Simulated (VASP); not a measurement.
# Pd in VASP: a series of runs

The runs below take Pd through single point, with PBE.

All numbers are computed with VASP 6.6.1; they aren't measurements. Logs are shortened: lines on timing, memory, paths and dates and some standing lists are left out, and cuts for length are marked.

## Step 1: The cell of the first run

The typed cell holds 2 atoms: a = 4.401 Å, b = 4.401 Å, c = 2.609 Å, α = 90.00°, β = 90.00°, γ = 145.88°.

## Step 2: Single point, PBE (14.17 Å³/atom)

The input, INCAR:

```
SYSTEM = Pd
ALGO = Normal
EDIFF = 1E-6
ENCUT = 500
GGA = PE
GGA_COMPAT = .FALSE.
ISIF = 2
ISMEAR = -1
LASPH = .TRUE.
LCHARG = .FALSE.
LREAL = .FALSE.
LWAVE = .FALSE.
NBANDS = 17
NELM = 120
PREC = Accurate
SIGMA = 0.1
```

The input, KPOINTS:

```
k-points
0
G
  14 14 13
  0 0 0
```

The input, POSCAR:

```
Pd
1.0
   -2.7813601041      3.1683065245      1.2615347000
    3.1683065245     -2.7813601041      1.2615347000
    1.8030621455      1.8030621455     -0.5528416224
Pd
2
Direct
    0.0080809813      0.9919190187      0.0000000000
    0.7419190187      0.2580809813      0.5000000000
```

Potentials or basis: VASP PAW PBE potentials, release 64 (Pd).

Run with:

```console
$ cat potpaw_PBE.64/Pd/POTCAR > POTCAR
$ mpirun -np 1 vasp_std > vasp.out
```

OUTCAR:

```text
SYSTEM = Pd
   EDIFF = 1E-6
   ENCUT = 500
   GGA = PE
   ISIF = 2
   ISMEAR = -1
   LASPH = .TRUE.
   LREAL = .FALSE.
   NELM = 120
   PREC = Accurate

 ion  position               nearest neighbor table
   1  0.008  0.992  0.000-   2 2.59   2 2.59   2 2.69   2 2.69   2 2.69   2 2.69
   2  0.742  0.258  0.500-   1 2.59   1 2.59   1 2.69   1 2.69   1 2.69   1 2.69

  LATTYP: Found a base centered monoclinic cell.
 ALAT       =     2.5817308655
 B/A-ratio  =     3.2590923207
 C/A-ratio  =     1.0106231437
 COS(beta)  =    -0.0000770627

  Lattice vectors:

 A1 = (   2.7813601041,  -3.1683065245,  -1.2615347000)
 A2 = (  -3.1683065245,   2.7813601041,  -1.2615347000)
 A3 = (   1.8030621455,   1.8030621455,  -0.5528416224)

Analysis of symmetry for initial positions (statically):
=====================================================================
 Subroutine PRICEL returns:
 Original cell was already a primitive cell.

 Routine SETGRP: Setting up the symmetry group for a
 base centered monoclinic supercell.

 Subroutine GETGRP returns: Found  4 space group operations
 (whereof  2 operations were pure point group operations)
 out of a pool of  4 trial point group operations.

The static configuration has the point symmetry C_2 .
 The point group associated with its full space group is C_2h.

Analysis of symmetry for dynamics (positions and initial velocities):
=====================================================================
 Subroutine PRICEL returns:
 Original cell was already a primitive cell.

 Routine SETGRP: Setting up the symmetry group for a
 base centered monoclinic supercell.

 Subroutine GETGRP returns: Found  4 space group operations
 (whereof  2 operations were pure point group operations)
 out of a pool of  4 trial point group operations.

The dynamic configuration has the point symmetry C_2 .
 The point group associated with its full space group is C_2h.

 Subroutine INISYM returns: Found  4 space group operations
 (whereof  2 operations are pure point group operations),
 and found     1 'primitive' translations

----------------------------------------------------------------------------------------

                                     Primitive cell

  volume of cell :      28.3393

  direct lattice vectors                    reciprocal lattice vectors
    -2.781360104  3.168306525  1.261534700    -0.026005383  0.142071261  0.378542391
     3.168306525 -2.781360104  1.261534700     0.142071261 -0.026005383  0.378542391
     1.803062145  1.803062145 -0.552841622     0.264851860  0.264851860 -0.081237146

  length of vectors
     4.400636325  4.400636325  2.609156964     0.405160296  0.405160296  0.383265559

  position of ions in fractional coordinates (direct lattice)
     0.008080981  0.991919019  1.000000000
     0.741919019  0.258080981  0.500000000

  ion indices of the primitive-cell ions
   primitive index   ion index
                 1           1
                 2           2

----------------------------------------------------------------------------------------

 KPOINTS: k-points

Automatic generation of k-mesh.
 Grid dimensions read from file:
 generate k-points for:   14   14   13

 Generating k-lattice:

  Cartesian coordinates                     Fractional coordinates (reciprocal lattice)
    -0.001857527  0.010147947  0.027038742     0.071428571  0.000000000 -0.000000000
     0.010147947 -0.001857527  0.027038742     0.000000000  0.071428571 -0.000000000
     0.020373220  0.020373220 -0.006249011    -0.000000000 -0.000000000  0.076923077

  Length of vectors
     0.028940021  0.028940021  0.029481966

  Shift w.r.t. Gamma in fractional coordinates (k-lattice)
     0.000000000  0.000000000  0.000000000

 Subroutine IBZKPT returns following result:
 ===========================================

 Found    687 irreducible k-points:

 Following reciprocal coordinates:
            Coordinates               Weight
  0.000000  0.000000  0.000000      1.000000
  0.071429  0.000000  0.000000      4.000000
  0.142857  0.000000  0.000000      4.000000
  0.214286  0.000000  0.000000      4.000000
  0.285714  0.000000  0.000000      4.000000
  0.357143  0.000000  0.000000      4.000000
[... 16 lines left out ...]
  0.214286  0.142857 -0.000000      4.000000
  0.285714  0.142857  0.000000      4.000000
 [... further k-points ...]
   k-points           NKPTS =    687   k-points in BZ     NKDIM =    687   number of bands    NBANDS=     17
   number of dos      NEDOS =    301   number of ions     NIONS =      2
   total plane-waves  NPLWV =  20480
   dimension x,y,z NGX =    32 NGY =   32 NGZ =   20
   dimension x,y,z NGXF=    64 NGYF=   64 NGZF=   40
   ions per type =               2
   NGX,Y,Z   is equivalent  to a cutoff of  12.09, 12.09, 12.74 a.u.
   NGXF,Y,Z  is equivalent  to a cutoff of  24.18, 24.18, 25.49 a.u.
 SYSTEM =  Pd
   PREC   = accura    normal or accurate (medium, high low for compatibility)
   ISTART =      0    job   : 0-new  1-cont  2-samecut
   ICHARG =      2    charge: 1-file 2-atom 10-const
   ISPIN  =      1    spin polarized calculation?
   LNONCOLLINEAR =      F non collinear calculations
   LSORBIT =      F    spin-orbit coupling
   LASPH  =      T    aspherical Exc in radial PAW
   ENCUT  =  500.0 eV  36.75 Ry    6.06 a.u.   8.02  8.02  4.76*2*pi/ulx,y,z
   NELM   =    120;   NELMIN=  2; NELMDL= -5     # of ELM steps
   EDIFF  = 0.1E-05   stopping-criterion for ELM
   LREAL  =      F    real-space projection
   EDIFFG = 0.1E-04   stopping-criterion for IOM
   NSW    =      0    number of steps for IOM
   IBRION =     -1    ionic relax: 0-MD 1-quasi-New 2-CG
   NFREE  =      0    steps in history (QN), initial steepest desc. (CG)
   ISIF   =      2    stress and relaxation
   ISYM   =      2    0-nonsym 1-usesym 2-fastsym
   POTIM  = 0.5000    time-step for ionic-motion
   TEBEG  =    0.0;   TEEND  =   0.0 temperature during run
   PSTRESS=    0.0 pullay stress
   NELECT =      20.0000    total number of electrons
   NUPDOWN=      -1.0000    fix difference up-down
   EMIN   =  10.00;   EMAX   =-10.00  energy-range for DOS
   EFERMI =   0.00;   METHOD = LEGACY
   ISMEAR =    -1;   SIGMA  =   0.10  broadening in eV -4-tet -1-fermi 0-gaus
   EFERMI_NEDOS =   21; number of points for ismear=-14 and -15
   IALGO  =     38    algorithm
   IMIX   =      4    mixing-type and parameters
     AMIX     =   0.40;   BMIX     =  1.00
     AMIX_MAG =   1.60;   BMIX_MAG =  1.00
  volume/ion in A,a.u.               =      14.17        95.62
  Fermi-wavevector in a.u.,A,eV,Ry     =   1.457545  2.754360 28.904716  2.124437
  Thomas-Fermi vector in A             =   2.574334
   LORBIT       =      0    0 simple, 1 ext, 2 COOP (PROOUT), +10 PAW based schemes
   GGA     = PE    functional components
   LHFCALC =     F    Hartree Fock is set to
   AEXX    =    0.0000 exact exchange contribution
   IVDW    =     0    specifies the selected vdW correction
   LEPSILON=     F    determine dielectric tensor
   LRPA    =     F    only Hartree local field effects (RPA)
 non-spin polarized calculation
  energy-cutoff  :      500.00
  volume of cell :       28.34
 maximum number of plane-waves:       734
   NGX = 15   NGY = 15   NGZ =  9

 number of electron      20.0000007 magnetization

 Free energy of the ion-electron system (eV)
  ---------------------------------------------------
  ext. energy  EPLUGINS =         0.00000000
  ---------------------------------------------------
  free energy    TOTEN  =        -9.91555436 eV

  energy without entropy =       -9.82436765  energy(sigma->0) =       -9.86996101

 E-fermi :  10.6030     XC(G=0): -13.3882

 val. band max:       10.6023384728   @ k =  -0.2857   0.2857   0.3846
 cond. band min:      10.6040199011   @ k =  -0.4286  -0.0000   0.3846
 fundamental gap:      0.0016814283
 Fermi energy:        10.6030194360

 k-point     1 :       0.0000    0.0000    0.0000
  band No.  band energies     occupation
      1       3.0656      2.00000
      2       4.6153      2.00000
      3       5.4202      2.00000
      4       6.0718      2.00000
      5       7.4732      2.00000
      6       8.0080      2.00000
[... 9 lines left out ...]
     16      29.7968      0.00000
     17      30.4380      0.00000

 k-point     2 :       0.0714    0.0000    0.0000
  band No.  band energies     occupation
      1       3.2143      2.00000
      2       4.6690      2.00000
      3       5.5512      2.00000
      4       6.1850      2.00000
      5       7.5059      2.00000
      6       8.0072      2.00000
[... 9 lines left out ...]
     16      28.7930      0.00000
     17      29.1602      0.00000

 k-point     3 :       0.1429    0.0000    0.0000
  band No.  band energies     occupation
      1       3.6290      2.00000
      2       4.8176      2.00000
      3       5.9086      2.00000
      4       6.5171      2.00000
      5       7.5970      2.00000
      6       8.0113      2.00000
[... 9 lines left out ...]
     16      27.0668      0.00000
     17      29.3678      0.00000

 k-point     4 :       0.2143    0.0000    0.0000
  band No.  band energies     occupation
      1       4.2050      2.00000
      2       5.0311      2.00000
      3       6.4105      2.00000
      4       6.8024      2.00000
      5       7.5637      2.00000
      6       7.7240      2.00000
[... 9 lines left out ...]
     16      27.9403      0.00000
     17      29.7674      0.00000
[... 343 lines left out ...]
      1       4.6514      2.00000
      2       5.2204      2.00000
      3       6.5893      2.00000
      4       6.8281      2.00000
      5       7.6674      2.00000
      6       7.7491      2.00000
[... 9 lines left out ...]
     16      29.1438      0.00000
     17      29.8954      0.00000

 k-point    23 :       0.2143    0.1429   -0.0000
  band No.  band energies     occupation
      1       4.9593      2.00000
      2       5.4416      2.00000
      3       6.3663      2.00000
      4       6.9034      2.00000
      5       7.6950      2.00000
      6       7.8011      2.00000
[... 9 lines left out ...]
     16      29.5220      0.00000
     17      30.7117      0.00000

 k-point    24 :       0.2857    0.1429    0.0000
  band No.  band energies     occupation
      1       4.9543      2.00000
      2       5.5793      2.00000
      3       6.3309      2.00000
      4       7.0885      2.00000
      5       7.6690      2.00000
      6       7.8148      2.00000
[... 9 lines left out ...]
     16      29.1109      0.00000
     17      30.2000      0.00000

 [... further k-points ...]

------------------------ aborting loop because EDIFF is reached ----------------------------------------

  FORCE on cell =-STRESS in cart. coord.  units (eV):
  Direction    XX          YY          ZZ          XY          YZ          ZX
  --------------------------------------------------------------------------------------
  -------------------------------------------------------------------------------------
  Total        4.8944049      4.8944049      4.5102076     -0.0075234     -0.0605932     -0.0605932
  in kB      276.7079686    276.7079686    254.9871587     -0.4253423     -3.4256703     -3.4256736
  external PRESSURE =     269.4676986 kB  Pullay stress =       0.0000000 kB

 VOLUME and BASIS-vectors are now :
 -----------------------------------------------------------------------------
  energy-cutoff  :      500.00
  volume of cell :       28.34
      direct lattice vectors                 reciprocal lattice vectors
    -2.781360104  3.168306525  1.261534700    -0.026005383  0.142071261  0.378542391
     3.168306525 -2.781360104  1.261534700     0.142071261 -0.026005383  0.378542391
     1.803062145  1.803062145 -0.552841622     0.264851860  0.264851860 -0.081237146

 POSITION                                       TOTAL-FORCE (eV/Angst)
 -----------------------------------------------------------------------------------
      3.12023     -2.73328      1.26153         0.136898     -0.136898     -0.000000
     -0.34433      2.53434      0.98511        -0.136898      0.136898      0.000000
 -----------------------------------------------------------------------------------
    total drift:                               -0.000000     -0.000000      0.000000

  FREE ENERGIE OF THE ION-ELECTRON SYSTEM (eV)
  ---------------------------------------------------
  free  energy   TOTEN  =        -9.9155543611 eV

  energy  without entropy=       -9.8243676544  energy(sigma->0) =       -9.86996101
```

Wall time 8.2 min (1 thread of Oxide Virtual Turin-like, shared host); peak memory 0.33 GiB.

What came out:

- Free energy: -9.9156 eV
- Pressure: 26.9 GPa
- Largest force: 0.194 eV/Å
- Band gap on the k mesh: zero (bands 10 and 11 overlap by 1.20 eV)

Forces on the atoms (eV/Å):
```
Pd   0.137 -0.137  0.000
Pd  -0.137  0.137  0.000
```

Levels at points of the mesh, in eV from the Fermi level:
| k point | band 7 | band 8 | band 9 | band 10 | band 11 | band 12 | band 13 | band 14 |
| --- | --- | --- | --- | --- | --- | --- | --- | --- |
| (0.00, 0.00, 0.00) | -1.72 | -1.09 | -0.56 | -0.26 | 0.40 | 1.74 | 8.70 | 14.98 |
| (0.50, 0.00, 0.00) | -1.85 | -1.67 | -1.26 | -0.14 | 1.99 | 4.10 | 5.13 | 10.73 |
| (0.50, 0.50, 0.00) | -2.06 | -1.62 | -1.59 | -0.78 | -0.02 | 0.14 | 15.36 | 15.38 |

Caveat: the cell stands under pressure.

## Step 3: Single point, PBE (14.81 Å³/atom)

This run uses another cell than the first one, of 14.81 Å³/atom.

The input, INCAR:

```
SYSTEM = Pd
PREC = Accurate
ENCUT = 500
EDIFF = 1E-6
ISMEAR = -1
SIGMA = 0.1
LREAL = .False.
LASPH = .True.
NELM = 120
ALGO = Normal
ISIF = 2
LWAVE = .False.
LCHARG = .True.
GGA = PE
LELF = .True.
LVHAR = .True.
NBANDS = 17
GGA_COMPAT = .False.
```

The input, KPOINTS:

```
regular mesh
0
Gamma
  14 14 13
  0 0 0
```

The input, POSCAR:

```
Pd
1.0
   -2.8228790626      3.2156016543      1.2803663525
    3.2156016543     -2.8228790626      1.2803663525
    1.8299774889      1.8299774889     -0.5610942066
Pd
2
Direct
    0.0080809813      0.9919190187      0.0000000000
    0.7419190187      0.2580809813      0.5000000000
```

Potentials or basis: VASP PAW PBE potentials, release 64 (Pd).

Run with:

```console
$ cat potpaw_PBE.64/Pd/POTCAR > POTCAR
$ mpirun -np 1 vasp_std > vasp.out
```

OUTCAR:

```text
SYSTEM = Pd
   PREC = Accurate
   ENCUT = 500
   EDIFF = 1E-6
   ISMEAR = -1
   LREAL = .False.
   LASPH = .True.
   NELM = 120
   ISIF = 2
   GGA = PE

 ion  position               nearest neighbor table
   1  0.008  0.992  0.000-   2 2.63   2 2.63   2 2.73   2 2.73   2 2.73   2 2.73
   2  0.742  0.258  0.500-   1 2.63   1 2.63   1 2.73   1 2.73   1 2.73   1 2.73

  LATTYP: Found a base centered monoclinic cell.
 ALAT       =     2.6202698438
 B/A-ratio  =     3.2590923206
[... 675 lines left out ...]

  FORCE on cell =-STRESS in cart. coord.  units (eV):
  Direction    XX          YY          ZZ          XY          YZ          ZX
  --------------------------------------------------------------------------------------
  -------------------------------------------------------------------------------------
  Total        2.9344121      2.9344121      2.7074069      0.0001327     -0.0365511     -0.0365511
  in kB      158.6856773    158.6856773    146.4097990      0.0071756     -1.9765912     -1.9765934
  external PRESSURE =     154.5937178 kB  Pullay stress =       0.0000000 kB

 VOLUME and BASIS-vectors are now :
 -----------------------------------------------------------------------------
  energy-cutoff  :      500.00
  volume of cell :       29.63
      direct lattice vectors                 reciprocal lattice vectors
    -2.822879063  3.215601654  1.280366352    -0.025622896  0.139981674  0.372974783
     3.215601654 -2.822879063  1.280366352     0.139981674 -0.025622896  0.372974783
     1.829977489  1.829977489 -0.561094207     0.260956413  0.260956413 -0.080042309

 POSITION                                       TOTAL-FORCE (eV/Angst)
 -----------------------------------------------------------------------------------
      3.16680     -2.77408      1.28037         0.082718     -0.082718     -0.000000
     -0.34947      2.57217      0.99982        -0.082718      0.082718      0.000000
 -----------------------------------------------------------------------------------
    total drift:                               -0.000000     -0.000000      0.000000

  FREE ENERGIE OF THE ION-ELECTRON SYSTEM (eV)
  ---------------------------------------------------
  free  energy   TOTEN  =       -10.0843884338 eV

  energy  without entropy=       -9.9876757497  energy(sigma->0) =      -10.03603209
```

stdout:

```text
POSCAR found type information on POSCAR Pd
 POSCAR found :  1 types and       2 ions
 scaLAPACK will be used
 LDA part: xc-table for (Slater+PW92), standard interpolation
 POSCAR, INCAR and KPOINTS ok, starting setup
 FFT: planning ... GRIDC
 FFT: planning ... GRID_SOFT
 FFT: planning ... GRID
 WAVECAR not read
 entering main loop
```

It took 11 min on 1 thread of Oxide Virtual Turin-like, shared host; peak memory 0.35 GiB.

Results:

- Free energy: -10.0844 eV
- Pressure: 15.5 GPa
- Largest force: 0.117 eV/Å
- Band gap on the k mesh: zero (bands 10 and 11 overlap by 1.11 eV)

Forces in eV/Å, atoms in the order of the input:
```
Pd   0.083 -0.083  0.000
Pd  -0.083  0.083  0.000
```

Levels at points of the mesh, in eV from the Fermi level:
```tsv
k point	band 6	band 7	band 8	band 9	band 10	band 11	band 12	band 13	band 14	band 15
(0.00, 0.00, 0.00)	-2.42	-1.60	-1.02	-0.53	-0.25	0.36	1.80	8.32	14.70	18.18
(0.50, 0.00, 0.00)	-2.29	-1.73	-1.52	-1.17	-0.14	1.92	4.02	4.92	10.30	13.86
(0.50, 0.50, 0.00)	-2.44	-1.92	-1.51	-1.48	-0.74	-0.03	0.12	15.03	15.08	16.97
```

Caveat: the cell stands under pressure.

## Step 4: Single point, PBE (15.46 Å³/atom)

This run uses another cell than the first one, of 15.46 Å³/atom.

The input, INCAR:

```
SYSTEM = Pd
PREC = Accurate
ENCUT = 500
EDIFF = 1E-6
ISMEAR = -1
SIGMA = 0.1
LREAL = .FALSE.
LASPH = .TRUE.
NELM = 120
ALGO = Normal
ISIF = 2
LWAVE = .FALSE.
LCHARG = .FALSE.
GGA = PE
NBANDS = 17
GGA_COMPAT = .FALSE.
```

The input, KPOINTS:

```
regular mesh
0
G
  14 14 13
  0 0 0
```

The input, POSCAR:

```
Pd
1.0
   -2.8632113555      3.2615450280      1.2986597719
    3.2615450280     -2.8632113555      1.2986597719
    1.8561235570      1.8561235570     -0.5691109212
Pd
2
Direct
    0.0080809813      0.9919190187      0.0000000000
    0.7419190187      0.2580809813      0.5000000000
```

Run with:

```console
$ cat potpaw_PBE.64/Pd/POTCAR > POTCAR
$ mpirun -np 1 vasp_std > vasp.out
```

Run time: 9.6 min. Hardware: 1 thread of Oxide Virtual Turin-like, shared host; peak memory 0.36 GiB.

Results (log left out):

* Free energy: -10.1719 eV
* Pressure: 6.6 GPa
* Largest force: 0.053 eV/Å
* Band gap on the k mesh: zero (bands 10 and 11 overlap by 1.03 eV)

Forces in eV/Å, atoms in the order of the input:
```
Pd   0.038 -0.038  0.000
Pd  -0.038  0.038  0.000
```

Stress tensor (GPa, compression positive):
```
 6.76  0.03 -0.08
 0.03  6.76 -0.08
-0.08 -0.08  6.26
```

Levels at points of the mesh, in eV from the Fermi level:
```tsv
k point	band 6	band 7	band 8	band 9	band 10	band 11	band 12	band 13	band 14	band 15
(0.00, 0.00, 0.00)	-2.27	-1.50	-0.96	-0.51	-0.25	0.33	1.86	7.96	14.44	18.11
(0.50, 0.00, 0.00)	-2.14	-1.62	-1.38	-1.10	-0.14	1.86	3.93	4.74	9.90	13.58
(0.50, 0.50, 0.00)	-2.28	-1.79	-1.42	-1.38	-0.70	-0.04	0.10	14.70	14.82	16.67
```

Caveat: the cell stands under pressure.

## Step 5: Overview

| cell | gap on the mesh (eV) | pressure (GPa) | largest force (eV/Å) |
| --- | --- | --- | --- |
| a = 4.401, b = 4.401, c = 2.609 Å, angles 90.0, 90.0, 145.9°, 2 atoms | none | 26.9 | 0.19 |
| a = 4.466, b = 4.466, c = 2.648 Å, angles 90.0, 90.0, 145.9°, 2 atoms | none | 15.5 | 0.12 |
| a = 4.530, b = 4.530, c = 2.686 Å, angles 90.0, 90.0, 145.9°, 2 atoms | none | 6.6 | 0.05 |

Alike in all rows: task single point; level PBE; potentials or basis VASP PAW PBE potentials, release 64 (Pd); no spin polarisation; k mesh 14 × 14 × 13; cutoff (eV) 500; smearing fermi-dirac 0.1 eV.

Caveats: the cell stands under pressure.

Total energies depend on the potentials used, so only differences within one code and one set of settings carry meaning.
